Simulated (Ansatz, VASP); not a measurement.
## Pd: VASP beside Ansatz

```
Pd
1.0
     2.76656    0.00000    0.00000
    -1.38328    2.39591    0.00000
     0.00000    0.00000    4.64939
Pd
2
Cartesian
  0.0000 1.5973 1.1623
  1.3833 0.7986 3.4870
```

Alike in both runs: functional PBE; k mesh 13 × 13 × 7; occupations fermi-dirac, width 0.05 eV; collinear spin.

Ansatz relaxed the structure, and its values are those at the end. VASP's run is a single point on that final structure, the one shown.

|  | VASP | Ansatz |
| --- | --- | --- |
| version | VASP 6.6.1 | Ansatz 0.2.0 |
| potentials or method | VASP PAW PBE potentials, release 64 (Pd), cutoff 500 eV | plane waves (420 eV) with PAW, scalar-relativistic |
| valence electrons in the cell | 20 | 36 |

VASP gave:

- pressure (GPa): -0.3
- net moment per atom (μB): 0.00

**Question.** What did Ansatz give for the same quantities?

**Answer.** Pressure (GPa): 0.0; net moment per atom (μB): 0.00.

With one functional, cell and mesh, what is left measures potentials, basis and numerics. VASP's potentials hold 20 valence electrons a cell and Ansatz's 36, so a difference there can come from the potentials and not from the codes. Ansatz's warnings: seeded moment not kept.
